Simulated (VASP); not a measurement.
# MgO (Periclase) (I4mm) in VASP: single point with PBE

Aim: the single point of MgO (Periclase) with PBE.

Program: VASP 6.6.1. These are calculated values, not measurements. Logs are shortened: lines on timing, memory, paths and dates and some standing lists are left out, and cuts for length are marked.

### 1 The cell of the first run

Symmetry: I4mm, No. 107, tetragonal system. The conventional cell has a = 2.982 Å, b = 2.982 Å, c = 4.217 Å, α = 90.00°, β = 90.00°, γ = 90.00°. Mg (site symmetry 4mm) has 6 O at 2.09 to 2.13 Å within 2.8 Å. Within 2.8 Å of O (site symmetry 4mm) lie 6 Mg at 2.09 to 2.13 Å.

### 2 Single point, PBE

INCAR

```
PREC     = Accurate       # precision mode
ENCUT    = 600            # plane-wave cutoff, eV
EDIFF    = 1E-6           # SCF threshold, eV
ISMEAR   = 0              # smearing method
SIGMA    = 0.01           # smearing width, eV
LREAL    = False          # projectors in reciprocal space
LASPH    = True           # aspherical terms in the spheres
NELM     = 120            # most SCF steps
ALGO     = Normal         # electronic algorithm
ISIF     = 2              # what is computed and relaxed
LWAVE    = False          # write WAVECAR
LCHARG   = True           # write CHGCAR
GGA      = PE             # functional
LELF     = True           # ELF
LVHAR    = True         
NBANDS   = 11             # bands
GGA_COMPAT= False
```

KPOINTS

```
Automatic mesh
0
Gamma
  8 8 8
```

POSCAR

```
MgO
1.0
    0.0000000000      2.1085000000      2.1085000000
    2.1085000000      0.0000000000      2.1085000000
    2.1085000000      2.1085000000      0.0000000000
Mg O
1 1
Direct
   -0.0047427081      0.0047427081      0.0047427081
    0.5000000000      0.5000000000      0.5000000000
```

Potentials or basis: VASP PAW PBE potentials, release 64 (Mg, O).

Launch:

```sh
cat potpaw_PBE.64/Mg/POTCAR potpaw_PBE.64/O/POTCAR > POTCAR
mpirun -np 1 vasp_std > vasp.out
```

OUTCAR:

```text
PREC = Accurate
   ENCUT = 600
   EDIFF = 1E-6
   ISMEAR = 0
   LREAL = False
   LASPH = True
   NELM = 120
   ISIF = 2
   GGA = PE

 ion  position               nearest neighbor table
   1  0.995  0.005  0.005-   2 2.09   2 2.11   2 2.11   2 2.11   2 2.11   2 2.13
   2  0.500  0.500  0.500-   1 2.09   1 2.11   1 2.11   1 2.11   1 2.11   1 2.13

  LATTYP: Found a face centered cubic cell.
 ALAT       =     4.2170000000

  Lattice vectors:

 A1 = (   0.0000000000,   2.1085000000,   2.1085000000)
 A2 = (   2.1085000000,   0.0000000000,   2.1085000000)
 A3 = (   2.1085000000,   2.1085000000,   0.0000000000)

Analysis of symmetry for initial positions (statically):
=====================================================================
 Subroutine PRICEL returns:
 Original cell was already a primitive cell.

 Routine SETGRP: Setting up the symmetry group for a
 face centered cubic supercell.

 Subroutine GETGRP returns: Found  8 space group operations
 (whereof  8 operations were pure point group operations)
 out of a pool of 48 trial point group operations.

The static configuration has the point symmetry C_4v.

Analysis of symmetry for dynamics (positions and initial velocities):
=====================================================================
 Subroutine PRICEL returns:
 Original cell was already a primitive cell.

 Routine SETGRP: Setting up the symmetry group for a
 face centered cubic supercell.

 Subroutine GETGRP returns: Found  8 space group operations
 (whereof  8 operations were pure point group operations)
 out of a pool of 48 trial point group operations.

The dynamic configuration has the point symmetry C_4v.

 Subroutine INISYM returns: Found  8 space group operations
 (whereof  8 operations are pure point group operations),
 and found     1 'primitive' translations

----------------------------------------------------------------------------------------

                                     Primitive cell

  volume of cell :      18.7478

  direct lattice vectors                    reciprocal lattice vectors
     0.000000000  2.108500000  2.108500000    -0.237135404  0.237135404  0.237135404
     2.108500000  0.000000000  2.108500000     0.237135404 -0.237135404  0.237135404
     2.108500000  2.108500000  0.000000000     0.237135404  0.237135404 -0.237135404

  length of vectors
     2.981869296  2.981869296  2.981869296     0.410730569  0.410730569  0.410730569

  position of ions in fractional coordinates (direct lattice)
     0.995257292  0.004742708  0.004742708
     0.500000000  0.500000000  0.500000000

  ion indices of the primitive-cell ions
   primitive index   ion index
                 1           1
                 2           2

----------------------------------------------------------------------------------------

 KPOINTS: Automatic mesh

Automatic generation of k-mesh.
 Grid dimensions read from file:
 generate k-points for:    8    8    8

 Generating k-lattice:

  Cartesian coordinates                     Fractional coordinates (reciprocal lattice)
    -0.029641926  0.029641926  0.029641926     0.125000000  0.000000000  0.000000000
     0.029641926 -0.029641926  0.029641926     0.000000000  0.125000000  0.000000000
     0.029641926  0.029641926 -0.029641926     0.000000000  0.000000000  0.125000000

  Length of vectors
     0.051341321  0.051341321  0.051341321

  Shift w.r.t. Gamma in fractional coordinates (k-lattice)
     0.000000000  0.000000000  0.000000000

 Subroutine IBZKPT returns following result:
 ===========================================

 Found     59 irreducible k-points:

 Following reciprocal coordinates:
            Coordinates               Weight
  0.000000  0.000000  0.000000      1.000000
  0.125000  0.000000  0.000000      8.000000
  0.250000  0.000000  0.000000      8.000000
  0.375000  0.000000  0.000000      8.000000
  0.500000  0.000000  0.000000      4.000000
  0.125000  0.125000  0.000000      4.000000
[... 16 lines left out ...]
  0.000000  0.375000  0.250000      8.000000
  0.500000  0.250000  0.000000     16.000000
 [... further k-points ...]
   k-points           NKPTS =     59   k-points in BZ     NKDIM =     59   number of bands    NBANDS=     11
   number of dos      NEDOS =    301   number of ions     NIONS =      2
   total plane-waves  NPLWV =  13824
   dimension x,y,z NGX =    24 NGY =   24 NGZ =   24
   dimension x,y,z NGXF=    48 NGYF=   48 NGZF=   48
   ions per type =               1   1
   NGX,Y,Z   is equivalent  to a cutoff of  13.38, 13.38, 13.38 a.u.
   NGXF,Y,Z  is equivalent  to a cutoff of  26.76, 26.76, 26.76 a.u.
 SYSTEM =  unknown system
   PREC   = accura    normal or accurate (medium, high low for compatibility)
   ISTART =      0    job   : 0-new  1-cont  2-samecut
   ICHARG =      2    charge: 1-file 2-atom 10-const
   ISPIN  =      1    spin polarized calculation?
   LNONCOLLINEAR =      F non collinear calculations
   LSORBIT =      F    spin-orbit coupling
   LASPH  =      T    aspherical Exc in radial PAW
   ENCUT  =  600.0 eV  44.10 Ry    6.64 a.u.   5.96  5.96  5.96*2*pi/ulx,y,z
   NELM   =    120;   NELMIN=  2; NELMDL= -5     # of ELM steps
   EDIFF  = 0.1E-05   stopping-criterion for ELM
   LREAL  =      F    real-space projection
   EDIFFG = 0.1E-04   stopping-criterion for IOM
   NSW    =      0    number of steps for IOM
   IBRION =     -1    ionic relax: 0-MD 1-quasi-New 2-CG
   NFREE  =      0    steps in history (QN), initial steepest desc. (CG)
   ISIF   =      2    stress and relaxation
   ISYM   =      2    0-nonsym 1-usesym 2-fastsym
   POTIM  = 0.5000    time-step for ionic-motion
   TEBEG  =    0.0;   TEEND  =   0.0 temperature during run
   PSTRESS=    0.0 pullay stress
   NELECT =       8.0000    total number of electrons
   NUPDOWN=      -1.0000    fix difference up-down
   EMIN   =  10.00;   EMAX   =-10.00  energy-range for DOS
   EFERMI =   0.00;   METHOD = LEGACY
   ISMEAR =     0;   SIGMA  =   0.01  broadening in eV -4-tet -1-fermi 0-gaus
   EFERMI_NEDOS =   21; number of points for ismear=-14 and -15
   IALGO  =     38    algorithm
   IMIX   =      4    mixing-type and parameters
     AMIX     =   0.40;   BMIX     =  1.00
     AMIX_MAG =   1.60;   BMIX_MAG =  1.00
  volume/ion in A,a.u.               =       9.37        63.26
  Fermi-wavevector in a.u.,A,eV,Ry     =   1.232503  2.329092 20.668107  1.519063
  Thomas-Fermi vector in A             =   2.367270
   LORBIT       =      0    0 simple, 1 ext, 2 COOP (PROOUT), +10 PAW based schemes
   GGA     = PE    functional components
   LHFCALC =     F    Hartree Fock is set to
   AEXX    =    0.0000 exact exchange contribution
   IVDW    =     0    specifies the selected vdW correction
   LEPSILON=     F    determine dielectric tensor
   LRPA    =     F    only Hartree local field effects (RPA)
 non-spin polarized calculation
 Gauss-broadening in eV      SIGMA  =   0.01
  energy-cutoff  :      600.00
  volume of cell :       18.75
 maximum number of plane-waves:       638
   NGX = 11   NGY = 11   NGZ = 11

 number of electron       8.0000005 magnetization

 Free energy of the ion-electron system (eV)
  ---------------------------------------------------
  ext. energy  EPLUGINS =         0.00000000
  ---------------------------------------------------
  free energy    TOTEN  =       -11.90946239 eV

  energy without entropy =      -11.90946239  energy(sigma->0) =      -11.90946239

 E-fermi :   3.2296     XC(G=0): -11.0615

 val. band max:        3.1583702595   @ k =   0.0000   0.0000   0.0000
 cond. band min:       7.8517353283   @ k =   0.0000   0.0000   0.0000
 fundamental gap:      4.6933650688
 Fermi energy:         3.2296130830

 k-point     1 :       0.0000    0.0000    0.0000
  band No.  band energies     occupation
      1     -14.0860      2.00000
      2       3.1578      2.00000
      3       3.1584      2.00000
      4       3.1584      2.00000
      5       7.8517      0.00000
      6      18.9417      0.00000
      7      18.9425      0.00000
      8      18.9425      0.00000
      9      22.8461      0.00000
     10      24.6189      0.00000
     11      24.6200      0.00000

 k-point     2 :       0.1250    0.0000    0.0000
  band No.  band energies     occupation
      1     -13.9240      2.00000
      2       2.2054      2.00000
      3       3.0557      2.00000
      4       3.0559      2.00000
      5       8.7663      0.00000
      6      17.2628      0.00000
      7      19.2985      0.00000
      8      19.2989      0.00000
      9      23.6453      0.00000
     10      23.6468      0.00000
     11      24.9965      0.00000

 k-point     3 :       0.2500    0.0000    0.0000
  band No.  band energies     occupation
      1     -13.5029      2.00000
      2       0.5066      2.00000
      3       2.8199      2.00000
      4       2.8201      2.00000
      5      10.2150      0.00000
      6      15.7121      0.00000
      7      19.7845      0.00000
      8      19.7850      0.00000
      9      23.2564      0.00000
     10      23.2583      0.00000
     11      25.0942      0.00000

 k-point     4 :       0.3750    0.0000    0.0000
  band No.  band energies     occupation
      1     -13.0285      2.00000
      2      -0.8949      2.00000
      3       2.5979      2.00000
      4       2.5982      2.00000
      5      10.9358      0.00000
      6      15.5019      0.00000
      7      19.6049      0.00000
      8      19.6058      0.00000
      9      24.3034      0.00000
     10      24.5685      0.00000
     11      24.5736      0.00000
[... 239 lines left out ...]
 k-point    22 :       0.3750    0.2500    0.0000
  band No.  band energies     occupation
      1     -12.9924      2.00000
      2      -0.2043      2.00000
      3       1.9695      2.00000
      4       2.2087      2.00000
      5      12.2953      0.00000
      6      13.8073      0.00000
      7      17.2635      0.00000
      8      20.9247      0.00000
      9      21.3854      0.00000
     10      27.2287      0.00000
     11      30.4368      0.00000

 k-point    23 :       0.0000    0.3750    0.2500
  band No.  band energies     occupation
      1     -12.9924      2.00000
      2      -0.2041      2.00000
      3       1.9696      2.00000
      4       2.2088      2.00000
      5      12.2935      0.00000
      6      13.8065      0.00000
      7      17.2672      0.00000
      8      20.9237      0.00000
      9      21.3852      0.00000
     10      27.2248      0.00000
     11      30.4304      0.00000

 k-point    24 :       0.5000    0.2500    0.0000
  band No.  band energies     occupation
      1     -12.6932      2.00000
      2      -0.6437      2.00000
      3       1.2512      2.00000
      4       2.1451      2.00000
      5      12.8315      0.00000
      6      14.7020      0.00000
      7      16.4162      0.00000
      8      20.7666      0.00000
      9      21.9096      0.00000
     10      27.6043      0.00000
     11      29.8496      0.00000

 [... further k-points ...]

------------------------ aborting loop because EDIFF is reached ----------------------------------------

  FORCE on cell =-STRESS in cart. coord.  units (eV):
  Direction    XX          YY          ZZ          XY          YZ          ZX
  --------------------------------------------------------------------------------------
  -------------------------------------------------------------------------------------
  Total        0.3785889      0.3617785      0.3617785      0.0000000     -0.0000000      0.0000000
  in kB       32.3539721     30.9173645     30.9173645      0.0000000     -0.0000000      0.0000000
  external PRESSURE =      31.3962337 kB  Pullay stress =       0.0000000 kB

 VOLUME and BASIS-vectors are now :
 -----------------------------------------------------------------------------
  energy-cutoff  :      600.00
  volume of cell :       18.75
      direct lattice vectors                 reciprocal lattice vectors
     0.000000000  2.108500000  2.108500000    -0.237135404  0.237135404  0.237135404
     2.108500000  0.000000000  2.108500000     0.237135404 -0.237135404  0.237135404
     2.108500000  2.108500000  0.000000000     0.237135404  0.237135404 -0.237135404

 POSITION                                       TOTAL-FORCE (eV/Angst)
 -----------------------------------------------------------------------------------
      0.02000      2.10850      2.10850        -0.109308      0.000000      0.000000
      2.10850      2.10850      2.10850         0.109308      0.000000      0.000000
 -----------------------------------------------------------------------------------
    total drift:                                0.000112     -0.000000     -0.000000

  FREE ENERGIE OF THE ION-ELECTRON SYSTEM (eV)
  ---------------------------------------------------
  free  energy   TOTEN  =       -11.9094623923 eV

  energy  without entropy=      -11.9094623923  energy(sigma->0) =      -11.90946239
```

Run time: 20 s. Hardware: 1 thread of Intel Xeon 8259CL, shared host; peak memory 0.15 GiB.

Results:

| Quantity | Value |
| --- | --- |
| Free energy | -11.9095 eV |
| Pressure | 3.1 GPa |
| Largest force | 0.109 eV/Å |
| Band gap on the k mesh | 4.69 eV, direct |

Forces in eV/Å, atoms in the order of the input:
```
Mg  -0.109  0.000  0.000
O    0.109  0.000  0.000
```

Expect the measured gap to be larger: semilocal functionals such as PBE lack the derivative discontinuity.
